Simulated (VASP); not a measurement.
Here is a VASP 6.6.1 calculation.

The input INCAR:

```
SYSTEM = AlSn
PREC = Accurate ; ENCUT = 520
EDIFF = 1E-6 ; ISMEAR = -1
SIGMA = 0.05 ; LREAL = .False.
LASPH = .True. ; NELM = 100
ALGO = Normal ; ISIF = 2
LWAVE = .False. ; LCHARG = .False.
GGA = PS ; NBANDS = 16
```

Contents of KPOINTS:

```
regular mesh
0
Gamma
  10 10 11
  0 0 0
```

POSCAR

```
AlSn
1.0
    3.8142320826      0.0000000000      0.0000000000
   -1.9071160413      3.3032218794      0.0000000000
    0.0000000000      0.0000000000      3.0044698905
Al Sn
1 1
Direct
    0.0000000000      0.0000000000      0.0000000000
    0.3333333333      0.6666666667      0.5000000000
```

Potentials or basis: VASP PAW PBE potentials, release 64 (Al, Sn_d).

The run is started by

```bash
$ cat potpaw_PBE.64/Al/POTCAR potpaw_PBE.64/Sn_d/POTCAR > POTCAR
$ mpirun -np 1 vasp_std > vasp.out
```

(1) Predict the band gap on the k mesh.

(2) Predict the pressure.

Results:

(1) zero (an odd number of electrons rules out a gap without spin polarisation).

(2) 24.2 GPa.

Caveat: the cell stands under pressure; the PAW data sets were made with another functional, which shifts forces and pressure a little; spin-orbit coupling is left out, which moves the levels of the heavy elements.
